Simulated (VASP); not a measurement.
The system is CsI6Br.

```
I Cs Br
1.0
     7.02578    0.00000    0.00000
    -0.79546    6.98060    0.00000
    -0.79546   -0.89125    6.92347
I Cs Br
6 1 1
Cartesian
  -0.6570 5.0190 4.8755
  4.2422 -0.1778 5.6004
  5.0611 4.8464 0.5386
  6.0919 1.0704 2.0480
  1.1926 6.2672 1.3231
  0.3738 1.2429 6.3848
  2.7174 3.0447 3.4617
  0.0000 0.0000 0.0000
```

Base run:

- Program: VASP 6.6.1
- Functional: PBE
- Potentials or basis: VASP PAW PBE potentials, release 64 (I, Cs_sv, Br)
- Cutoff: 520 eV
- k mesh: 3 × 3 × 3
- Occupations: methfessel-paxton, width 0.0982 eV
- Spin: no spin polarisation

Its results: band gap on the k mesh 1.45 eV, indirect (least direct gap 1.54 eV); pressure 9.1 GPa; largest force 3.883 eV/Å.

Task: The run is repeated on the same cell with these changes: dispersion from none to D4. What comes out?

Result: Band gap on the k mesh 1.45 eV, indirect (least direct gap 1.54 eV); pressure 8.1 GPa; largest force 3.896 eV/Å.

Dispersion adds attraction, which lowers the pressure at fixed volume and, as a term added to the energy, leaves the levels alone.

Caveats: spin-orbit coupling is left out, which moves the levels of the heavy elements; forces of over 1 eV/Å act on the atoms, so gaps and moduli don't describe the material at rest.

A k mesh can miss the band edges.
